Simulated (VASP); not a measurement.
# In3As (Pm-3m) in VASP: settings compared, part 2 of 2

VASP 6.6.1.

## (3) Relaxation of cell and atoms, RPBE

The input, INCAR:

```
SYSTEM = In3As
PREC = Accurate
ENCUT = 600
EDIFF = 1E-6
ISMEAR = -1
SIGMA = 0.01
LREAL = .False.
LASPH = .True.
NELM = 80
ALGO = Normal
ISIF = 3
LWAVE = .False.
LCHARG = .False.
GGA = RP
IBRION = 2
NSW = 80
EDIFFG = -0.01
```

The input, KPOINTS:

```
regular mesh
0
Gamma
  4 4 4
  0 0 0
```

The input, POSCAR:

```
In3As
1.0
    4.6716810000      0.0000000000      0.0000000000
    0.0000000000      4.6716810000      0.0000000000
    0.0000000000      0.0000000000      4.6716810000
In As
3 1
Direct
    0.0000000000      0.5000000000      0.5000000000
    0.5000000000      0.0000000000      0.5000000000
    0.5000000000      0.5000000000      0.0000000000
    0.0000000000      0.0000000000      0.0000000000
```

Potentials or basis: VASP PAW PBE potentials, release 64 (In_d, As).

Launch:

```bash
$ cat potpaw_PBE.64/In_d/POTCAR potpaw_PBE.64/As/POTCAR > POTCAR
$ mpirun -np 1 vasp_std > vasp.out
```

OUTCAR:

```text
SYSTEM = In3As
   PREC = Accurate
   ENCUT = 600
   EDIFF = 1E-6
   ISMEAR = -1
   LREAL = .False.
   LASPH = .True.
   NELM = 80
   ISIF = 3
   GGA = RP
   IBRION = 2
   NSW = 80
   EDIFFG = -0.01

 ion  position               nearest neighbor table
   1  0.000  0.500  0.500-   2 3.30   3 3.30   4 3.30   3 3.30   4 3.30   2 3.30   4 3.30   4 3.30
                             2 3.30   3 3.30   3 3.30   2 3.30
   2  0.500  0.000  0.500-   1 3.30   3 3.30   4 3.30   3 3.30   4 3.30   1 3.30   3 3.30   3 3.30
                             1 3.30   4 3.30   4 3.30   1 3.30
   3  0.500  0.500  0.000-   1 3.30   2 3.30   4 3.30   1 3.30   2 3.30   2 3.30   4 3.30   2 3.30
                             1 3.30   4 3.30   1 3.30   4 3.30
   4  0.000  0.000  0.000-   1 3.30   2 3.30   3 3.30   1 3.30   2 3.30   1 3.30   3 3.30   1 3.30
                             2 3.30   3 3.30   2 3.30   3 3.30

  LATTYP: Found a simple cubic cell.
 ALAT       =     4.6716810000

  Lattice vectors:

 A1 = (   4.6716810000,   0.0000000000,   0.0000000000)
 A2 = (   0.0000000000,   4.6716810000,   0.0000000000)
 A3 = (   0.0000000000,   0.0000000000,   4.6716810000)

Analysis of symmetry for initial positions (statically):
=====================================================================
 Subroutine PRICEL returns:
 Original cell was already a primitive cell.

 Routine SETGRP: Setting up the symmetry group for a
 simple cubic supercell.

 Subroutine GETGRP returns: Found 48 space group operations
 (whereof 48 operations were pure point group operations)
 out of a pool of 48 trial point group operations.

The static configuration has the point symmetry O_h .

Analysis of symmetry for dynamics (positions and initial velocities):
=====================================================================
 Subroutine PRICEL returns:
 Original cell was already a primitive cell.

 Routine SETGRP: Setting up the symmetry group for a
 simple cubic supercell.

 Subroutine GETGRP returns: Found 48 space group operations
 (whereof 48 operations were pure point group operations)
 out of a pool of 48 trial point group operations.

The dynamic configuration has the point symmetry O_h .

 Subroutine INISYM returns: Found 48 space group operations
 (whereof 48 operations are pure point group operations),
 and found     1 'primitive' translations

----------------------------------------------------------------------------------------

                                     Primitive cell

  volume of cell :     101.9576

  direct lattice vectors                    reciprocal lattice vectors
     4.671681000  0.000000000  0.000000000     0.214055711  0.000000000  0.000000000
     0.000000000  4.671681000  0.000000000     0.000000000  0.214055711  0.000000000
     0.000000000  0.000000000  4.671681000     0.000000000  0.000000000  0.214055711

  length of vectors
     4.671681000  4.671681000  4.671681000     0.214055711  0.214055711  0.214055711

  position of ions in fractional coordinates (direct lattice)
     0.000000000  0.500000000  0.500000000
     0.500000000  0.000000000  0.500000000
     0.500000000  0.500000000  0.000000000
     0.000000000  0.000000000  0.000000000

  ion indices of the primitive-cell ions
   primitive index   ion index
                 1           1
                 2           2
                 3           3
                 4           4

----------------------------------------------------------------------------------------

 KPOINTS: regular mesh

Automatic generation of k-mesh.
 Grid dimensions read from file:
 generate k-points for:    4    4    4

 Generating k-lattice:

  Cartesian coordinates                     Fractional coordinates (reciprocal lattice)
     0.053513928  0.000000000  0.000000000     0.250000000  0.000000000  0.000000000
     0.000000000  0.053513928  0.000000000     0.000000000  0.250000000  0.000000000
     0.000000000  0.000000000  0.053513928     0.000000000  0.000000000  0.250000000

  Length of vectors
     0.053513928  0.053513928  0.053513928

  Shift w.r.t. Gamma in fractional coordinates (k-lattice)
     0.000000000  0.000000000  0.000000000

 Subroutine IBZKPT returns following result:
 ===========================================

 Found     10 irreducible k-points:

 Following reciprocal coordinates:
            Coordinates               Weight
  0.000000  0.000000  0.000000      1.000000
  0.250000  0.000000  0.000000      6.000000
  0.500000  0.000000  0.000000      3.000000
  0.250000  0.250000  0.000000     12.000000
  0.500000  0.250000  0.000000     12.000000
  0.500000  0.500000  0.000000      3.000000
  0.250000  0.250000  0.250000      8.000000
  0.500000  0.250000  0.250000     12.000000
  0.500000  0.500000  0.250000      6.000000
  0.500000  0.500000  0.500000      1.000000
   k-points           NKPTS =     10   k-points in BZ     NKDIM =     10   number of bands    NBANDS=     26
   number of dos      NEDOS =    301   number of ions     NIONS =      4
   total plane-waves  NPLWV =  64000
   dimension x,y,z NGX =    40 NGY =   40 NGZ =   40
   dimension x,y,z NGXF=    80 NGYF=   80 NGZF=   80
   ions per type =               3   1
   NGX,Y,Z   is equivalent  to a cutoff of  14.23, 14.23, 14.23 a.u.
   NGXF,Y,Z  is equivalent  to a cutoff of  28.47, 28.47, 28.47 a.u.
 SYSTEM =  In3As
   PREC   = accura    normal or accurate (medium, high low for compatibility)
   ISTART =      0    job   : 0-new  1-cont  2-samecut
   ICHARG =      2    charge: 1-file 2-atom 10-const
   ISPIN  =      1    spin polarized calculation?
   LNONCOLLINEAR =      F non collinear calculations
   LSORBIT =      F    spin-orbit coupling
   LASPH  =      T    aspherical Exc in radial PAW
   ENCUT  =  600.0 eV  44.10 Ry    6.64 a.u.   9.33  9.33  9.33*2*pi/ulx,y,z
   NELM   =     80;   NELMIN=  2; NELMDL= -5     # of ELM steps
   EDIFF  = 0.1E-05   stopping-criterion for ELM
   LREAL  =      F    real-space projection
   EDIFFG = -.1E-01   stopping-criterion for IOM
   NSW    =     80    number of steps for IOM
   IBRION =      2    ionic relax: 0-MD 1-quasi-New 2-CG
   NFREE  =      1    steps in history (QN), initial steepest desc. (CG)
   ISIF   =      3    stress and relaxation
   ISYM   =      2    0-nonsym 1-usesym 2-fastsym
   POTIM  = 0.5000    time-step for ionic-motion
   TEBEG  =    0.0;   TEEND  =   0.0 temperature during run
   PSTRESS=    0.0 pullay stress
   NELECT =      44.0000    total number of electrons
   NUPDOWN=      -1.0000    fix difference up-down
   EMIN   =  10.00;   EMAX   =-10.00  energy-range for DOS
   EFERMI =   0.00;   METHOD = LEGACY
   ISMEAR =    -1;   SIGMA  =   0.01  broadening in eV -4-tet -1-fermi 0-gaus
   EFERMI_NEDOS =   21; number of points for ismear=-14 and -15
   IALGO  =     38    algorithm
   IMIX   =      4    mixing-type and parameters
     AMIX     =   0.40;   BMIX     =  1.00
     AMIX_MAG =   1.60;   BMIX_MAG =  1.00
  volume/ion in A,a.u.               =      25.49       172.01
  Fermi-wavevector in a.u.,A,eV,Ry     =   1.237141  2.337858 20.823961  1.530518
  Thomas-Fermi vector in A             =   2.371720
   LORBIT       =      0    0 simple, 1 ext, 2 COOP (PROOUT), +10 PAW based schemes
   GGA     = RP    functional components
   LHFCALC =     F    Hartree Fock is set to
   AEXX    =    0.0000 exact exchange contribution
   IVDW    =     0    specifies the selected vdW correction
   LEPSILON=     F    determine dielectric tensor
   LRPA    =     F    only Hartree local field effects (RPA)
 conjugate gradient relaxation of ions
 non-spin polarized calculation
  energy-cutoff  :      600.00
  volume of cell :      101.96
 maximum number of plane-waves:      3448
 NGX is ok and might be reduce to    40
   NGX = 19   NGY = 19   NGZ = 19

--------------------------------------- Ionic step        1  -------------------------------------------

 number of electron      44.0000015 magnetization

 Free energy of the ion-electron system (eV)
  ---------------------------------------------------
  ext. energy  EPLUGINS =         0.00000000
  ---------------------------------------------------
  free energy    TOTEN  =       -10.51928648 eV

  energy without entropy =      -10.51767121  energy(sigma->0) =      -10.51847884

 E-fermi :   7.0867     XC(G=0): -10.0594

 val. band max:        7.0230156172   @ k =   0.2500   0.0000   0.0000
 cond. band min:       7.0985714469   @ k =   0.2500   0.2500   0.2500
 fundamental gap:      0.0755558297
 Fermi energy:         7.0867418354

 k-point     1 :       0.0000    0.0000    0.0000
  band No.  band energies     occupation
      1      -8.0069      2.00000
      2      -7.9969      2.00000
      3      -7.9969      2.00000
      4      -7.9969      2.00000
      5      -7.8274      2.00000
      6      -7.8274      2.00000
[... 352 lines left out ...]
  energy  without entropy=      -10.5344502516  energy(sigma->0) =      -10.53546192

--------------------------------------- Ionic step        3  -------------------------------------------

 number of electron      44.0000013 magnetization

 Free energy of the ion-electron system (eV)
  ---------------------------------------------------
  ext. energy  EPLUGINS =         0.00000000
  ---------------------------------------------------
  free energy    TOTEN  =       -10.53655049 eV

  energy without entropy =      -10.53454822  energy(sigma->0) =      -10.53554935

 E-fermi :   6.6460     XC(G=0):  -9.8886

 val. band max:        6.5902588557   @ k =   0.2500   0.0000   0.0000
 cond. band min:       6.6640345757   @ k =   0.2500   0.2500   0.0000
 fundamental gap:      0.0737757200
 Fermi energy:         6.6459761193

 k-point     1 :       0.0000    0.0000    0.0000
  band No.  band energies     occupation
      1      -8.3443      2.00000
      2      -8.3389      2.00000
      3      -8.3389      2.00000
      4      -8.3389      2.00000
      5      -8.1814      2.00000
      6      -8.1814      2.00000
[... 310 lines left out ...]
  FREE ENERGIE OF THE ION-ELECTRON SYSTEM (eV)
  ---------------------------------------------------
  free  energy   TOTEN  =       -10.5365504862 eV

  energy  without entropy=      -10.5345482159  energy(sigma->0) =      -10.53554935

 reached required accuracy - stopping structural energy minimisation
```

OSZICAR:

```text
N       E                     dE             d eps       ncg     rms          rms(c)
DAV:   1     0.384841154204E+03    0.38484E+03   -0.23886E+04   520   0.243E+03
DAV:   2     0.233767152037E+02   -0.36146E+03   -0.35796E+03   520   0.483E+02
DAV:   3    -0.950734095469E+01   -0.32884E+02   -0.32368E+02   630   0.170E+02
[... 24 lines left out ...]
DAV:   3    -0.105365744726E+02    0.25271E-03   -0.92524E-04   702   0.456E-01    0.460E-02
DAV:   4    -0.105365618008E+02    0.12672E-04   -0.20041E-05   526   0.375E-02    0.242E-02
DAV:   5    -0.105365521184E+02    0.96824E-05   -0.67239E-06   442   0.202E-02    0.473E-03
DAV:   6    -0.105365501355E+02    0.19829E-05   -0.11716E-06   270   0.112E-02    0.189E-03
DAV:   7    -0.105365504862E+02   -0.35070E-06   -0.34795E-07   266   0.762E-03
   3 F= -.10536550E+02 E0= -.10535549E+02  d E =-.172640E-01
```

Wall time 2.1 min (1 thread of Intel Xeon 8259CL, shared host); peak memory 0.26 GiB.

Results:

| Property | Result |
| --- | --- |
| Free energy | -10.5366 eV |
| Relaxed volume | 26.44 Å³/atom |
| Relaxed cell | a = 4.729 Å, b = 4.729 Å, c = 4.729 Å, α = 90.00°, β = 90.00°, γ = 90.00° |
| Space group after relaxing (to 0.1 Å) | Pm-3m (No. 221) |
| Energy gained by relaxing | 4.3 meV/atom |
| Ionic steps | 3 |
| Pressure after relaxing | 0.0 GPa |
| Band gap on the k mesh | zero (bands 22 and 23 overlap by 3.60 eV) |

The path:
```
step  energy change (eV)  largest force (eV/Å)  pressure (GPa)  volume (Å³)
   1              0.0000                0.0000            1.50       101.96
   2             -0.0172                0.0000            0.08       105.52
   3             -0.0173                0.0000            0.02       105.74
```

Final structure:
```
In As
1.0
     4.72877    0.00000    0.00000
     0.00000    4.72877    0.00000
     0.00000    0.00000    4.72877
In As
3 1
Direct
  0.00000 0.50000 0.50000
  0.50000 0.00000 0.50000
  0.50000 0.50000 0.00000
  0.00000 0.00000 0.00000
```

Caveat: the PAW data sets were made with another functional, which shifts forces and pressure a little; spin-orbit coupling is left out, which moves the levels of the heavy elements.

## (4) Relaxation of cell and atoms, r2SCAN+D4

POSCAR is that of step 3.

The input, INCAR.step1:

```
SYSTEM = In3As
ALGO = Normal
EDIFF = 1E-4
ENCUT = 600
GGA = PE
ISMEAR = -1
LASPH = .TRUE.
LCHARG = .FALSE.
LREAL = .FALSE.
LWAVE = .TRUE.
NELM = 80
PREC = Accurate
SIGMA = 0.01
```

The input, INCAR.step2:

```
SYSTEM = In3As
ALGO = Normal
EDIFF = 1E-7
EDIFFG = -0.01
ENCUT = 600
IBRION = 2
ISIF = 3
ISMEAR = -1
ISTART = 1
IVDW = 13
LASPH = .TRUE.
LCHARG = .FALSE.
LMIXTAU = .TRUE.
LREAL = .FALSE.
LWAVE = .FALSE.
METAGGA = R2SCAN
NELM = 80
NSW = 80
PREC = Accurate
SIGMA = 0.01
VDW_A1 = 0.51559235
VDW_A2 = 5.77342911
VDW_S6 = 1.0
VDW_S8 = 0.6018749
```

The input, KPOINTS:

```
k-points
0
G
  4 4 4
  0 0 0
```

Launch:

```bash
$ cat potpaw_PBE.64/In_d/POTCAR potpaw_PBE.64/As/POTCAR > POTCAR
$ cp INCAR.step1 INCAR
$ mpirun -np 1 vasp_std > vasp.out
$ cp INCAR.step2 INCAR
$ mpirun -np 1 vasp_std > vasp.out
```

It took 13 min on 1 thread of Intel Xeon 8259CL, shared host; peak memory 0.28 GiB.

Results (log left out):

- Free energy: -82.4845 eV
- Relaxed volume: 24.32 Å³/atom
- Relaxed cell: a = 4.599 Å, b = 4.599 Å, c = 4.599 Å, α = 90.00°, β = 90.00°, γ = 90.00°
- Space group after relaxing (to 0.1 Å): Pm-3m (No. 221)
- Energy gained by relaxing: 8.9 meV/atom
- Ionic steps: 3
- Pressure after relaxing: 0.0 GPa
- Band gap on the k mesh: zero (bands 22 and 23 overlap by 4.41 eV)
- Dispersion energy per atom: -0.128 eV

Step by step:
| step | energy change (eV) | largest force (eV/Å) | pressure (GPa) | volume (Å³) |
| --- | --- | --- | --- | --- |
| 1 | 0.0000 | 0.0000 | -2.29 | 101.96 |
| 2 | -0.0350 | 0.0000 | 0.35 | 96.69 |
| 3 | -0.0355 | 0.0000 | -0.02 | 97.26 |

Final structure:
```
In As
1.0
     4.59884    0.00000    0.00000
     0.00000    4.59884    0.00000
     0.00000    0.00000    4.59884
In As
3 1
Direct
  0.00000 0.50000 0.50000
  0.50000 0.00000 0.50000
  0.50000 0.50000 0.00000
  0.00000 0.00000 0.00000
```

Levels at points of the mesh, in eV from the Fermi level:
```tsv
k point	band 18	band 19	band 20	band 21	band 22	band 23	band 24	band 25	band 26
(0.00, 0.00, 0.00)	-3.63	-3.63	-3.63	-2.08	-2.08	1.85	1.85	1.85	4.62
(0.50, 0.00, 0.00)	-4.74	-2.23	-2.23	-1.27	-0.49	-0.49	-0.41	1.27	4.77
(0.50, 0.50, 0.00)	-6.71	-6.63	-1.33	-0.62	0.24	0.24	1.68	1.69	1.69
(0.50, 0.50, 0.50)	-4.77	-4.77	-4.72	-4.72	-4.72	-4.17	4.85	4.85	4.85
```

Caveat: the PAW data sets were made with another functional, which shifts forces and pressure a little; spin-orbit coupling is left out, which moves the levels of the heavy elements.

## (5) The runs side by side

| level | gap on the mesh (eV) | pressure (GPa) | relaxed volume (Å³/atom) |
| --- | --- | --- | --- |
| revPBE+D3(BJ) | none | 0.0 | 23.83 |
| RPBE | none | 0.0 | 26.44 |
| r2SCAN+D4 | none | 0.0 | 24.32 |

Alike in all rows: task relaxation of cell and atoms; potentials or basis VASP PAW PBE potentials, release 64 (In_d, As); no spin polarisation; cell relaxed; k mesh 4 × 4 × 4; cutoff (eV) 600; smearing fermi-dirac 0.01 eV.

Caveats: the PAW data sets were made with another functional, which shifts forces and pressure a little; spin-orbit coupling is left out, which moves the levels of the heavy elements.

Total energies depend on the potentials used, so only differences within one code and one set of settings carry meaning.

The gap in the log of VASP goes by the Fermi energy; the results here count the filled bands.